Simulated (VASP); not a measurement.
# Li in VASP: a series of runs

The runs below take Li through single point, with PBE.

All numbers are computed with VASP 6.6.1; they aren't measurements. Logs are shortened: lines on timing, memory, paths and dates and some standing lists are left out, and cuts for length are marked.

## 1. The cell of the first run

The cell holds a sheet with vacuum, 2 atoms: a = 2.965 Å, b = 2.965 Å, c = 27.300 Å, α = 90.00°, β = 90.00°, γ = 90.00°.

## 2. Single point, PBE

File INCAR:

```
PREC = Accurate ; ENCUT = 520
EDIFF = 1E-6 ; ISMEAR = 0
SIGMA = 0.1 ; LREAL = False
LASPH = True ; NELM = 100
ALGO = Fast ; ISIF = 2
LWAVE = False ; LCHARG = False
LDIPOL = True ; IDIPOL = 3
DIPOL = 0.5 0.5 0.293 ; GGA = PE
NBANDS = 10
```

File KPOINTS:

```
Automatic mesh
0
Gamma
  18 18 1
```

File POSCAR:

```
Li
1.0
    2.9646192730      0.0000000000      0.0000000000
    0.0000000000      2.9646192730      0.0000000000
    0.0000000000      0.0000000000     27.3000000000
Li
2
Direct
    0.0000000000      0.5000000000      0.2534611806
    0.5000000000      0.0000000000      0.3326194055
```

Potentials or basis: VASP PAW PBE potentials, release 64 (Li_sv).

On the command line:

```sh
$ cat potpaw_PBE.64/Li_sv/POTCAR > POTCAR
$ mpirun -np 1 vasp_std > vasp.out
```

OUTCAR:

```text
PREC = Accurate
   ENCUT = 520
   EDIFF = 1E-6
   ISMEAR = 0
   LREAL = False
   LASPH = True
   NELM = 100
   ISIF = 2
   GGA = PE

 ion  position               nearest neighbor table
   1  0.000  0.500  0.253-
   2  0.500  0.000  0.333-

  LATTYP: Found a simple tetragonal cell.
 ALAT       =     2.9646192730
 C/A-ratio  =     9.2086023486

  Lattice vectors:

 A1 = (   2.9646192730,   0.0000000000,   0.0000000000)
 A2 = (   0.0000000000,   2.9646192730,   0.0000000000)
 A3 = (   0.0000000000,   0.0000000000,  27.3000000000)

Analysis of symmetry for initial positions (statically):
=====================================================================
 Subroutine PRICEL returns:
 Original cell was already a primitive cell.

 Routine SETGRP: Setting up the symmetry group for a
 simple tetragonal supercell.

 Subroutine GETGRP returns: Found 16 space group operations
 (whereof  4 operations were pure point group operations)
 out of a pool of 16 trial point group operations.

The static configuration has the point symmetry C_2v.
 The point group associated with its full space group is D_4h.

Analysis of symmetry for dynamics (positions and initial velocities):
=====================================================================
 Subroutine PRICEL returns:
 Original cell was already a primitive cell.

 Routine SETGRP: Setting up the symmetry group for a
 simple tetragonal supercell.

 Subroutine GETGRP returns: Found 16 space group operations
 (whereof  4 operations were pure point group operations)
 out of a pool of 16 trial point group operations.

The dynamic configuration has the point symmetry C_2v.
 The point group associated with its full space group is D_4h.

 Subroutine INISYM returns: Found 16 space group operations
 (whereof  4 operations are pure point group operations),
 and found     1 'primitive' translations

----------------------------------------------------------------------------------------

                                     Primitive cell

  volume of cell :     239.9388

  direct lattice vectors                    reciprocal lattice vectors
     2.964619273  0.000000000  0.000000000     0.337311441  0.000000000  0.000000000
     0.000000000  2.964619273  0.000000000     0.000000000  0.337311441  0.000000000
     0.000000000  0.000000000 27.300000000     0.000000000  0.000000000  0.036630037

  length of vectors
     2.964619273  2.964619273 27.300000000     0.337311441  0.337311441  0.036630037

  position of ions in fractional coordinates (direct lattice)
     0.000000000  0.500000000  0.253461181
     0.500000000  0.000000000  0.332619405

  ion indices of the primitive-cell ions
   primitive index   ion index
                 1           1
                 2           2

----------------------------------------------------------------------------------------

 KPOINTS: Automatic mesh

Automatic generation of k-mesh.
 Grid dimensions read from file:
 generate k-points for:   18   18    1

 Generating k-lattice:

  Cartesian coordinates                     Fractional coordinates (reciprocal lattice)
     0.018739525  0.000000000  0.000000000     0.055555556  0.000000000  0.000000000
     0.000000000  0.018739525  0.000000000     0.000000000  0.055555556  0.000000000
     0.000000000  0.000000000  0.036630037     0.000000000  0.000000000  1.000000000

  Length of vectors
     0.018739525  0.018739525  0.036630037

  Shift w.r.t. Gamma in fractional coordinates (k-lattice)
     0.000000000  0.000000000  0.000000000

 Subroutine IBZKPT returns following result:
 ===========================================

 Found     55 irreducible k-points:

 Following reciprocal coordinates:
            Coordinates               Weight
  0.000000  0.000000  0.000000      1.000000
  0.055556  0.000000  0.000000      4.000000
  0.111111  0.000000  0.000000      4.000000
  0.166667  0.000000  0.000000      4.000000
  0.222222  0.000000  0.000000      4.000000
  0.277778  0.000000  0.000000      4.000000
[... 16 lines left out ...]
  0.277778  0.111111  0.000000      8.000000
  0.333333  0.111111  0.000000      8.000000
 [... further k-points ...]
   k-points           NKPTS =     55   k-points in BZ     NKDIM =     55   number of bands    NBANDS=     10
   number of dos      NEDOS =    301   number of ions     NIONS =      2
   total plane-waves  NPLWV = 120960
   dimension x,y,z NGX =    24 NGY =   24 NGZ =  210
   dimension x,y,z NGXF=    48 NGYF=   48 NGZF=  420
   ions per type =               2
   NGX,Y,Z   is equivalent  to a cutoff of  13.46, 13.46, 12.79 a.u.
   NGXF,Y,Z  is equivalent  to a cutoff of  26.92, 26.92, 25.58 a.u.
 SYSTEM =  unknown system
   PREC   = accura    normal or accurate (medium, high low for compatibility)
   ISTART =      0    job   : 0-new  1-cont  2-samecut
   ICHARG =      2    charge: 1-file 2-atom 10-const
   ISPIN  =      1    spin polarized calculation?
   LNONCOLLINEAR =      F non collinear calculations
   LSORBIT =      F    spin-orbit coupling
   LASPH  =      T    aspherical Exc in radial PAW
   ENCUT  =  520.0 eV  38.22 Ry    6.18 a.u.   5.51  5.51 50.76*2*pi/ulx,y,z
   NELM   =    100;   NELMIN=  2; NELMDL= -5     # of ELM steps
   EDIFF  = 0.1E-05   stopping-criterion for ELM
   LREAL  =      F    real-space projection
   EDIFFG = 0.1E-04   stopping-criterion for IOM
   NSW    =      0    number of steps for IOM
   IBRION =     -1    ionic relax: 0-MD 1-quasi-New 2-CG
   NFREE  =      0    steps in history (QN), initial steepest desc. (CG)
   ISIF   =      2    stress and relaxation
   ISYM   =      2    0-nonsym 1-usesym 2-fastsym
   POTIM  = 0.5000    time-step for ionic-motion
   TEBEG  =    0.0;   TEEND  =   0.0 temperature during run
   PSTRESS=    0.0 pullay stress
   NELECT =       6.0000    total number of electrons
   NUPDOWN=      -1.0000    fix difference up-down
   EMIN   =  10.00;   EMAX   =-10.00  energy-range for DOS
   EFERMI =   0.00;   METHOD = LEGACY
   ISMEAR =     0;   SIGMA  =   0.10  broadening in eV -4-tet -1-fermi 0-gaus
   EFERMI_NEDOS =   21; number of points for ismear=-14 and -15
   IALGO  =     68    algorithm
   IMIX   =      4    mixing-type and parameters
     AMIX     =   0.40;   BMIX     =  1.00
     AMIX_MAG =   1.60;   BMIX_MAG =  1.00
  volume/ion in A,a.u.               =     119.97       809.59
  Fermi-wavevector in a.u.,A,eV,Ry     =   0.478731  0.904671  3.118232  0.229184
  Thomas-Fermi vector in A             =   1.475366
   LORBIT       =      0    0 simple, 1 ext, 2 COOP (PROOUT), +10 PAW based schemes
   GGA     = PE    functional components
   LHFCALC =     F    Hartree Fock is set to
   AEXX    =    0.0000 exact exchange contribution
   IVDW    =     0    specifies the selected vdW correction
   LEPSILON=     F    determine dielectric tensor
   LRPA    =     F    only Hartree local field effects (RPA)
 non-spin polarized calculation
 RMM-DIIS sequential band-by-band and
 Gauss-broadening in eV      SIGMA  =   0.10
  energy-cutoff  :      520.00
  volume of cell :      239.94
 maximum number of plane-waves:      6531
 NGX is ok and might be reduce to    24
   NGX = 11   NGY = 11   NGZ =101

 dipolmoment           0.000000      0.000000      0.000000 electrons x Angstroem

 number of electron       6.0000014 magnetization

 dipolmoment           0.000000      0.000000     -0.000000 electrons x Angstroem

 Free energy of the ion-electron system (eV)
  ---------------------------------------------------
  ext. energy  EPLUGINS =         0.00000000
  ---------------------------------------------------
  free energy    TOTEN  =        -3.26214852 eV

  energy without entropy =       -3.25624362  energy(sigma->0) =       -3.25919607

 E-fermi :  -2.5666     XC(G=0):  -1.8103

 val. band max:       -2.5998172150   @ k =   0.5000   0.0556   0.0000
 cond. band min:      -2.5470168488   @ k =   0.2778   0.0000   0.0000
 fundamental gap:      0.0528003662
 Fermi energy:        -2.5665805195

 k-point     1 :       0.0000    0.0000    0.0000
  band No.  band energies     occupation
      1     -49.5368      2.00000
      2     -49.5226      2.00000
      3      -5.5788      2.00000
      4      -3.5274      2.00000
      5      -1.9826      0.00000
      6       0.3739      0.00000
      7       0.6306      0.00000
      8       1.0676      0.00000
      9       1.3265      0.00000
     10       2.2831      0.00000

 k-point     2 :       0.0556    0.0000    0.0000
  band No.  band energies     occupation
      1     -49.5364      2.00000
      2     -49.5224      2.00000
      3      -5.5400      2.00000
      4      -3.4851      2.00000
      5      -1.9307      0.00000
      6       0.4222      0.00000
      7       0.6832      0.00000
      8       1.1203      0.00000
      9       1.3762      0.00000
     10       2.3357      0.00000

 k-point     3 :       0.1111    0.0000    0.0000
  band No.  band energies     occupation
      1     -49.5353      2.00000
      2     -49.5220      2.00000
      3      -5.4236      2.00000
      4      -3.3592      2.00000
      5      -1.7749      0.00000
      6       0.5654      0.00000
      7       0.8411      0.00000
      8       1.2781      0.00000
      9       1.5242      0.00000
     10       2.5066      0.00000
[... 248 lines left out ...]
 k-point    23 :       0.2778    0.1111    0.0000
  band No.  band energies     occupation
      1     -49.5279      2.00000
      2     -49.5194      2.00000
      3      -4.4544      2.00000
      4      -2.3643      0.00423
      5      -0.4830      0.00000
      6       1.3697      0.00000
      7       2.1568      0.00000
      8       2.2204      0.00000
      9       2.6042      0.00000
     10       4.3380      0.00000

 k-point    24 :       0.3333    0.1111    0.0000
  band No.  band energies     occupation
      1     -49.5256      2.00000
      2     -49.5189      2.00000
      3      -4.0359      2.00000
      4      -2.0240      0.00000
      5       0.0752      0.00000
      6       0.8384      0.00000
      7       2.5573      0.00000
      8       2.7339      0.00000
      9       3.1708      0.00000
     10       3.5196      0.00000

 [... further k-points ...]

------------------------ aborting loop because EDIFF is reached ----------------------------------------

 vacuum level on the upper side and lower side of the slab       (xc-potential included)        -0.007        -0.007

  FORCE on cell =-STRESS in cart. coord.  units (eV):
  Direction    XX          YY          ZZ          XY          YZ          ZX
  --------------------------------------------------------------------------------------
  -------------------------------------------------------------------------------------
  Total       -0.0134407     -0.0134407     -0.0257936     -0.0000000      0.0000000      0.0000000
  in kB       -0.0897496     -0.0897496     -0.1722354     -0.0000000      0.0000000      0.0000000
  external PRESSURE =      -0.1172449 kB  Pullay stress =       0.0000000 kB

 VOLUME and BASIS-vectors are now :
 -----------------------------------------------------------------------------
  energy-cutoff  :      520.00
  volume of cell :      239.94
      direct lattice vectors                 reciprocal lattice vectors
     2.964619273  0.000000000  0.000000000     0.337311441  0.000000000  0.000000000
     0.000000000  2.964619273  0.000000000     0.000000000  0.337311441  0.000000000
     0.000000000  0.000000000 27.300000000     0.000000000  0.000000000  0.036630037

 POSITION                                       TOTAL-FORCE (eV/Angst)
 -----------------------------------------------------------------------------------
      0.00000      1.48231      6.91949        -0.000000     -0.000000     -0.001684
      1.48231      0.00000      9.08051         0.000000      0.000000      0.001684
 -----------------------------------------------------------------------------------
    total drift:                                0.000000      0.000000      0.000008

  FREE ENERGIE OF THE ION-ELECTRON SYSTEM (eV)
  ---------------------------------------------------
  free  energy   TOTEN  =        -3.2621485182 eV

  energy  without entropy=       -3.2562436165  energy(sigma->0) =       -3.25919607

 vacuum level on the upper side and lower side of the slab         0.766         0.766
```

It took 3.8 min on 1 thread of Intel Xeon Platinum 8259CL at 2.50GHz (Skylake/Cascade Lake), shared host; peak memory 0.37 GiB.

What came out:

```
Free energy            : -3.2621 eV
Band gap on the k mesh : zero (bands 3 and 4 overlap by 3.44 eV)
```

Caveat: the cutoff is under 1.25 times the usual one of these potentials, so pressure, stress and relaxed cells hold a basis-set (Pulay) error.

## 3. Single point, PBE

This run uses another cell than the first one.

File INCAR:

```
SYSTEM = Li
ALGO = Fast ; DIPOL = 0.5 0.5 0.293
EDIFF = 1E-6 ; ENCUT = 520
GGA = PE ; IDIPOL = 3
ISIF = 2 ; ISMEAR = 0
LASPH = .True. ; LCHARG = .False.
LDIPOL = .True. ; LREAL = .False.
LWAVE = .False. ; NBANDS = 10
NELM = 100 ; PREC = Accurate
SIGMA = 0.1
```

File KPOINTS:

```
k-points
0
Gamma
  18 18 1
  0 0 0
```

File POSCAR:

```
Li
1.0
    2.9459160318      0.0000000000      0.0000000000
    0.0000000000      2.9459160318      0.0000000000
    0.0000000000      0.0000000000     27.3000000000
Li
2
Direct
    0.0000000000      0.5000000000      0.2524404821
    0.5000000000      0.0000000000      0.3336401040
```

Potentials or basis: VASP PAW PBE potentials, release 64 (Li_sv).

On the command line:

```sh
$ cat potpaw_PBE.64/Li_sv/POTCAR > POTCAR
$ mpirun -np 1 vasp_std > vasp.out
```

Wall time 3.7 min (1 thread of Intel Xeon Platinum 8259CL at 2.50GHz (Skylake/Cascade Lake), shared host); peak memory 0.37 GiB.

Results (log left out):

```yaml
Free_energy: -3.2607 eV
Largest_force: 0.037 eV/Å
Band_gap_on_the_k_mesh: zero (bands 3 and 4 overlap by 3.57 eV)
```

Forces in eV/Å, atoms in the order of the input:
```
Li   0.000  0.000  0.037
Li   0.000  0.000 -0.037
```

Levels at points of the mesh, in eV from the Fermi level:
```
           k point  band 1  band 2  band 3  band 4  band 5  band 6  band 7  band 8
(0.00, 0.00, 0.00)  -46.98  -46.97   -3.03   -1.00    0.52    2.94    3.20    3.64
(0.50, 0.00, 0.00)  -46.97  -46.97   -0.06   -0.06    3.29    3.29    4.93    4.93
(0.50, 0.50, 0.00)  -46.96  -46.96    2.57    2.57    5.15    5.15    5.29    5.29
```

Caveat: the cutoff is under 1.25 times the usual one of these potentials, so pressure, stress and relaxed cells hold a basis-set (Pulay) error.

## 4. Single point, PBE

This run uses another cell than the first one.

File INCAR:

```
SYSTEM = Li
PREC = Accurate
ENCUT = 520
EDIFF = 1E-7
ISMEAR = 0
SIGMA = 0.1
LREAL = .FALSE.
LASPH = .TRUE.
NELM = 100
ALGO = Normal
ISIF = 2
LWAVE = .FALSE.
LCHARG = .FALSE.
LDIPOL = .TRUE.
IDIPOL = 3
DIPOL = 0.5 0.5 0.500
GGA = PE
NBANDS = 10
```

File KPOINTS:

```
regular mesh
0
G
  6 6 1
  0 0 0
```

File POSCAR:

```
Li
1.0
    3.5000000000      0.0000000000      0.0000000000
    0.0000000000      3.5000000000      0.0000000000
    0.0000000000      0.0000000000     16.0000000000
Li
2
Direct
    0.0000000000      0.5000000000      0.4453125000
    0.5000000000      0.0000000000      0.5546875000
```

On the command line:

```sh
$ cat potpaw_PBE.64/Li_sv/POTCAR > POTCAR
$ mpirun -np 1 vasp_std > vasp.out
```

It took 31 s on 1 thread of Intel Xeon Platinum 8259CL at 2.50GHz (Skylake/Cascade Lake), shared host; peak memory 0.27 GiB.

It converged, with:

| Item | Value |
| --- | --- |
| Free energy | -3.0526 eV |
| Largest force | 0.067 eV/Å |
| Band gap on the k mesh | zero (bands 3 and 4 overlap by 1.74 eV) |

Forces on the atoms (eV/Å):
```
Li   0.000  0.000 -0.067
Li   0.000  0.000  0.067
```

Levels at points of the mesh, in eV from the Fermi level:
```csv
k point,band 1,band 2,band 3,band 4,band 5,band 6,band 7,band 8
"(0.00, 0.00, 0.00)",-47.32,-47.31,-2.54,-0.38,1.41,3.07,3.14,5.32
"(0.50, 0.00, 0.00)",-47.31,-47.31,-0.23,-0.23,2.52,2.52,4.60,4.60
"(0.50, 0.50, 0.00)",-47.31,-47.31,1.37,1.37,3.76,3.76,4.69,4.69
```

Caveat: the cutoff is under 1.25 times the usual one of these potentials, so pressure, stress and relaxed cells hold a basis-set (Pulay) error.

## 5. The runs side by side

| cell | k mesh | gap on the mesh (eV) | largest force (eV/Å) |
| --- | --- | --- | --- |
| a = 2.965, b = 2.965, c = 27.300 Å, 2 atoms, atomic positions A | 18 × 18 × 1 | none | - |
| a = 2.946, b = 2.946, c = 27.300 Å, 2 atoms, atomic positions B | 18 × 18 × 1 | none | 0.04 |
| a = 3.500, b = 3.500, c = 16.000 Å, 2 atoms, atomic positions C | 6 × 6 × 1 | none | 0.07 |

Alike in all rows: task single point; level PBE; potentials or basis VASP PAW PBE potentials, release 64 (Li_sv); no spin polarisation; cutoff (eV) 520; smearing gaussian 0.1 eV.

Caveats: the cutoff is under 1.25 times the usual one of these potentials, so pressure, stress and relaxed cells hold a basis-set (Pulay) error.

Absolute energies hang on the potentials; compare differences alone.
